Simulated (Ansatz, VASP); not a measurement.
**Two plane-wave programs on Ga4As3N**

```
N Ga As
1.0
     5.37482    0.00000    0.00000
     0.00000    5.37482    0.00000
     0.00000    0.00000    5.37482
N Ga As
1 4 3
Cartesian
  0.0000 0.0000 0.0000
  4.1791 4.1791 4.1791
  1.1957 1.1957 4.1791
  1.1957 4.1791 1.1957
  4.1791 1.1957 1.1957
  2.6874 2.6874 0.0000
  2.6874 0.0000 2.6874
  0.0000 2.6874 2.6874
```

Alike in both runs: task single point; functional PBE; k mesh 6 × 6 × 6; occupations fermi-dirac, width 0.02 eV; non-collinear spin, spin-orbit coupling.

```csv
,VASP,Ansatz
version,VASP 6.6.1,Ansatz 0.2.0
potentials or method,"VASP PAW PBE potentials, release 64 (N, Ga_d, As)","plane waves, PAW"
plane-wave cutoff (eV),520,420
valence electrons in the cell,72,102
```

|  | VASP | Ansatz | Ansatz less VASP |
| --- | --- | --- | --- |
| pressure (GPa) | 2.7 | 3.2 | +0.55 |
| rms of the force components (eV/Å) | 0.020 | 0.018 | -0.0014 |

The functional is the same, so the differences come from potentials, cutoffs and numerics. VASP's potentials hold 72 valence electrons a cell and Ansatz's 102, so a difference there can come from the potentials and not from the codes.
